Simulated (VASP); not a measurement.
# Pt (Fd-3m) in VASP: further runs

The runs below take Pt through single point, with revPBE.

Everything below comes from runs of VASP 6.6.1. Logs are shortened: lines on timing, memory, paths and dates and some standing lists are left out, and cuts for length are marked.

## Step 1: The cell of the first run

It takes space group Fd-3m (No. 227, cubic). Conventional cell: a = 5.815 Å, b = 5.815 Å, c = 5.815 Å, α = 90.00°, β = 90.00°, γ = 90.00°. Within 3.3 Å of Pt (site symmetry -43m) lie 4 Pt at 2.52 Å.

This isn't the form of Pt at room conditions, which is fcc.

## Step 2: Single point, revPBE (24.58 Å³/atom)

File INCAR:

```
ALGO     = Normal         # electronic algorithm
EDIFF    = 1E-6           # SCF threshold, eV
ENCUT    = 520            # plane-wave cutoff, eV
GGA      = RE             # functional
ISIF     = 2              # what is computed and relaxed
ISMEAR   = -1             # smearing method
LASPH    = True           # aspherical terms in the spheres
LCHARG   = False          # write CHGCAR
LREAL    = False          # projectors in reciprocal space
LWAVE    = False          # write WAVECAR
NBANDS   = 17             # bands
NELM     = 80             # most SCF steps
PREC     = Accurate       # precision mode
SIGMA    = 0.1            # smearing width, eV
```

File KPOINTS:

```
k-points
0
Gamma
  11 11 11
```

File POSCAR:

```
Pt
1.0
    0.0000000000      2.9075463163      2.9075463163
    2.9075463163      0.0000000000      2.9075463163
    2.9075463163      2.9075463163      0.0000000000
Pt
2
Direct
    0.1250000000      0.1250000000      0.1250000000
    0.8750000000      0.8750000000      0.8750000000
```

Potentials or basis: VASP PAW PBE potentials, release 64 (Pt).

Started as:

```console
$ cat potpaw_PBE.64/Pt/POTCAR > POTCAR
$ mpirun -np 1 vasp_std > vasp.out
```

OUTCAR:

```text
EDIFF = 1E-6
   ENCUT = 520
   GGA = RE
   ISIF = 2
   ISMEAR = -1
   LASPH = True
   LREAL = False
   NELM = 80
   PREC = Accurate

 ion  position               nearest neighbor table
   1  0.125  0.125  0.125-   2 2.52   2 2.52   2 2.52   2 2.52
   2  0.875  0.875  0.875-   1 2.52   1 2.52   1 2.52   1 2.52

  LATTYP: Found a face centered cubic cell.
 ALAT       =     5.8150926326

  Lattice vectors:

 A1 = (   0.0000000000,   2.9075463163,   2.9075463163)
 A2 = (   2.9075463163,   0.0000000000,   2.9075463163)
 A3 = (   2.9075463163,   2.9075463163,   0.0000000000)

Analysis of symmetry for initial positions (statically):
=====================================================================
 Subroutine PRICEL returns:
 Original cell was already a primitive cell.

 Routine SETGRP: Setting up the symmetry group for a
 face centered cubic supercell.

 Subroutine GETGRP returns: Found 48 space group operations
 (whereof 12 operations were pure point group operations)
 out of a pool of 48 trial point group operations.

The static configuration has the point symmetry D_3d.
 The point group associated with its full space group is O_h .

Analysis of symmetry for dynamics (positions and initial velocities):
=====================================================================
 Subroutine PRICEL returns:
 Original cell was already a primitive cell.

 Routine SETGRP: Setting up the symmetry group for a
 face centered cubic supercell.

 Subroutine GETGRP returns: Found 48 space group operations
 (whereof 12 operations were pure point group operations)
 out of a pool of 48 trial point group operations.

The dynamic configuration has the point symmetry D_3d.
 The point group associated with its full space group is O_h .

 Subroutine INISYM returns: Found 48 space group operations
 (whereof 12 operations are pure point group operations),
 and found     1 'primitive' translations

----------------------------------------------------------------------------------------

                                     Primitive cell

  volume of cell :      49.1598

  direct lattice vectors                    reciprocal lattice vectors
     0.000000000  2.907546316  2.907546316    -0.171966306  0.171966306  0.171966306
     2.907546316  0.000000000  2.907546316     0.171966306 -0.171966306  0.171966306
     2.907546316  2.907546316  0.000000000     0.171966306  0.171966306 -0.171966306

  length of vectors
     4.111891434  4.111891434  4.111891434     0.297854379  0.297854379  0.297854379

  position of ions in fractional coordinates (direct lattice)
     0.125000000  0.125000000  0.125000000
     0.875000000  0.875000000  0.875000000

  ion indices of the primitive-cell ions
   primitive index   ion index
                 1           1
                 2           2

----------------------------------------------------------------------------------------

 KPOINTS: k-points

Automatic generation of k-mesh.
 Grid dimensions read from file:
 generate k-points for:   11   11   11

 Generating k-lattice:

  Cartesian coordinates                     Fractional coordinates (reciprocal lattice)
    -0.015633301  0.015633301  0.015633301     0.090909091  0.000000000  0.000000000
     0.015633301 -0.015633301  0.015633301     0.000000000  0.090909091  0.000000000
     0.015633301  0.015633301 -0.015633301     0.000000000  0.000000000  0.090909091

  Length of vectors
     0.027077671  0.027077671  0.027077671

  Shift w.r.t. Gamma in fractional coordinates (k-lattice)
     0.000000000  0.000000000  0.000000000

 Subroutine IBZKPT returns following result:
 ===========================================

 Found     56 irreducible k-points:

 Following reciprocal coordinates:
            Coordinates               Weight
  0.000000  0.000000  0.000000      1.000000
  0.090909  0.000000  0.000000      8.000000
  0.181818  0.000000  0.000000      8.000000
  0.272727  0.000000  0.000000      8.000000
  0.363636  0.000000  0.000000      8.000000
  0.454545  0.000000  0.000000      8.000000
[... 16 lines left out ...]
 -0.272727  0.181818  0.000000     24.000000
 -0.181818  0.181818  0.000000     12.000000
 [... further k-points ...]
   k-points           NKPTS =     56   k-points in BZ     NKDIM =     56   number of bands    NBANDS=     17
   number of dos      NEDOS =    301   number of ions     NIONS =      2
   total plane-waves  NPLWV =  32768
   dimension x,y,z NGX =    32 NGY =   32 NGZ =   32
   dimension x,y,z NGXF=    64 NGYF=   64 NGZF=   64
   ions per type =               2
   NGX,Y,Z   is equivalent  to a cutoff of  12.94, 12.94, 12.94 a.u.
   NGXF,Y,Z  is equivalent  to a cutoff of  25.88, 25.88, 25.88 a.u.
 SYSTEM =  unknown system
   PREC   = accura    normal or accurate (medium, high low for compatibility)
   ISTART =      0    job   : 0-new  1-cont  2-samecut
   ICHARG =      2    charge: 1-file 2-atom 10-const
   ISPIN  =      1    spin polarized calculation?
   LNONCOLLINEAR =      F non collinear calculations
   LSORBIT =      F    spin-orbit coupling
   LASPH  =      T    aspherical Exc in radial PAW
   ENCUT  =  520.0 eV  38.22 Ry    6.18 a.u.   7.65  7.65  7.65*2*pi/ulx,y,z
   NELM   =     80;   NELMIN=  2; NELMDL= -5     # of ELM steps
   EDIFF  = 0.1E-05   stopping-criterion for ELM
   LREAL  =      F    real-space projection
   EDIFFG = 0.1E-04   stopping-criterion for IOM
   NSW    =      0    number of steps for IOM
   IBRION =     -1    ionic relax: 0-MD 1-quasi-New 2-CG
   NFREE  =      0    steps in history (QN), initial steepest desc. (CG)
   ISIF   =      2    stress and relaxation
   ISYM   =      2    0-nonsym 1-usesym 2-fastsym
   POTIM  = 0.5000    time-step for ionic-motion
   TEBEG  =    0.0;   TEEND  =   0.0 temperature during run
   PSTRESS=    0.0 pullay stress
   NELECT =      20.0000    total number of electrons
   NUPDOWN=      -1.0000    fix difference up-down
   EMIN   =  10.00;   EMAX   =-10.00  energy-range for DOS
   EFERMI =   0.00;   METHOD = LEGACY
   ISMEAR =    -1;   SIGMA  =   0.10  broadening in eV -4-tet -1-fermi 0-gaus
   EFERMI_NEDOS =   21; number of points for ismear=-14 and -15
   IALGO  =     38    algorithm
   IMIX   =      4    mixing-type and parameters
     AMIX     =   0.40;   BMIX     =  1.00
     AMIX_MAG =   1.60;   BMIX_MAG =  1.00
  volume/ion in A,a.u.               =      24.58       165.87
  Fermi-wavevector in a.u.,A,eV,Ry     =   1.213058  2.292347 20.021101  1.471509
  Thomas-Fermi vector in A             =   2.348522
   LORBIT       =      0    0 simple, 1 ext, 2 COOP (PROOUT), +10 PAW based schemes
   GGA     = RE    functional components
   LHFCALC =     F    Hartree Fock is set to
   AEXX    =    0.0000 exact exchange contribution
   IVDW    =     0    specifies the selected vdW correction
   LEPSILON=     F    determine dielectric tensor
   LRPA    =     F    only Hartree local field effects (RPA)
 non-spin polarized calculation
  energy-cutoff  :      520.00
  volume of cell :       49.16
 maximum number of plane-waves:      1363
   NGX = 15   NGY = 15   NGZ = 15

 number of electron      20.0000000 magnetization

 Free energy of the ion-electron system (eV)
  ---------------------------------------------------
  ext. energy  EPLUGINS =         0.00000000
  ---------------------------------------------------
  free energy    TOTEN  =        -9.23751084 eV

  energy without entropy =       -9.07684398  energy(sigma->0) =       -9.15717741

 E-fermi :   4.8705     XC(G=0): -10.2121

 val. band max:        4.8656327395   @ k =  -0.2727   0.0909   0.0000
 cond. band min:       4.8804247801   @ k =  -0.4545   0.3636   0.0000
 fundamental gap:      0.0147920406
 Fermi energy:         4.8705211402

 k-point     1 :       0.0000    0.0000    0.0000
  band No.  band energies     occupation
      1      -1.9159      2.00000
      2       0.5851      2.00000
      3       0.5851      2.00000
      4       0.7216      2.00000
      5       0.7216      2.00000
      6       0.7216      2.00000
[... 9 lines left out ...]
     16      16.2442      0.00000
     17      17.1828      0.00000

 k-point     2 :       0.0909    0.0000    0.0000
  band No.  band energies     occupation
      1      -1.7973      2.00000
      2       0.4723      2.00000
      3       0.4723      2.00000
      4       0.7104      2.00000
      5       0.8737      2.00000
      6       0.8737      2.00000
[... 9 lines left out ...]
     16      16.2616      0.00000
     17      17.8244      0.00000

 k-point     3 :       0.1818    0.0000    0.0000
  band No.  band energies     occupation
      1      -1.4618      2.00000
      2       0.3821      2.00000
      3       0.3821      2.00000
      4       0.6818      2.00000
      5       1.0510      2.00000
      6       1.0510      2.00000
[... 9 lines left out ...]
     16      16.9378      0.00000
     17      17.5533      0.00000

 k-point     4 :       0.2727    0.0000    0.0000
  band No.  band energies     occupation
      1      -0.9818      2.00000
      2       0.3746      2.00000
      3       0.3746      2.00000
      4       0.6459      2.00000
      5       1.1227      2.00000
      6       1.1227      2.00000
[... 9 lines left out ...]
     16      16.6282      0.00000
     17      17.9716      0.00000
[... 343 lines left out ...]
      1      -0.0300      2.00000
      2       0.2634      2.00000
      3       0.3153      2.00000
      4       0.7082      2.00000
      5       0.9888      2.00000
      6       1.5293      2.00000
[... 9 lines left out ...]
     16      17.4260      0.00000
     17      18.9656      0.00000

 k-point    23 :      -0.2727    0.1818    0.0000
  band No.  band energies     occupation
      1      -0.3517      2.00000
      2       0.2123      2.00000
      3       0.3765      2.00000
      4       0.7351      2.00000
      5       0.9014      2.00000
      6       1.6074      2.00000
[... 9 lines left out ...]
     16      17.2200      0.00000
     17      18.4014      0.00000

 k-point    24 :      -0.1818    0.1818    0.0000
  band No.  band energies     occupation
      1      -0.8052      2.00000
      2       0.1813      2.00000
      3       0.5257      2.00000
      4       0.6140      2.00000
      5       0.9523      2.00000
      6       1.4988      2.00000
[... 9 lines left out ...]
     16      17.1183      0.00000
     17      17.2619      0.00000

 [... further k-points ...]

------------------------ aborting loop because EDIFF is reached ----------------------------------------

  FORCE on cell =-STRESS in cart. coord.  units (eV):
  Direction    XX          YY          ZZ          XY          YZ          ZX
  --------------------------------------------------------------------------------------
  -------------------------------------------------------------------------------------
  Total       -0.0984026     -0.0984026     -0.0984026      0.0000000     -0.0000000     -0.0000000
  in kB       -3.2070613     -3.2070613     -3.2070613      0.0000000     -0.0000000     -0.0000000
  external PRESSURE =      -3.2070613 kB  Pullay stress =       0.0000000 kB

 VOLUME and BASIS-vectors are now :
 -----------------------------------------------------------------------------
  energy-cutoff  :      520.00
  volume of cell :       49.16
      direct lattice vectors                 reciprocal lattice vectors
     0.000000000  2.907546316  2.907546316    -0.171966306  0.171966306  0.171966306
     2.907546316  0.000000000  2.907546316     0.171966306 -0.171966306  0.171966306
     2.907546316  2.907546316  0.000000000     0.171966306  0.171966306 -0.171966306

 POSITION                                       TOTAL-FORCE (eV/Angst)
 -----------------------------------------------------------------------------------
      0.72689      0.72689      0.72689        -0.000000      0.000000      0.000000
      5.08821      5.08821      5.08821         0.000000     -0.000000     -0.000000
 -----------------------------------------------------------------------------------
    total drift:                                0.000000      0.000000     -0.000000

  FREE ENERGIE OF THE ION-ELECTRON SYSTEM (eV)
  ---------------------------------------------------
  free  energy   TOTEN  =        -9.2375108419 eV

  energy  without entropy=       -9.0768439757  energy(sigma->0) =       -9.15717741
```

It took 58 s on 1 thread of AMD EPYC 7R13, shared host; peak memory 0.17 GiB.

What came out:

- Free energy: -9.2375 eV
- Pressure: -0.3 GPa
- Band gap on the k mesh: zero (bands 10 and 11 overlap by 0.58 eV)

Levels at points of the mesh, in eV from the Fermi level:
```tsv
k point	band 7	band 8	band 9	band 10	band 11	band 12	band 13	band 14
(0.00, 0.00, 0.00)	-1.77	-1.77	-1.77	-0.10	-0.10	10.35	10.57	11.37
```

Caveat: the PAW data sets were made with another functional, which shifts forces and pressure a little; spin-orbit coupling is left out, which moves the levels of the heavy elements.

(Part 1 of 2 ends here.)
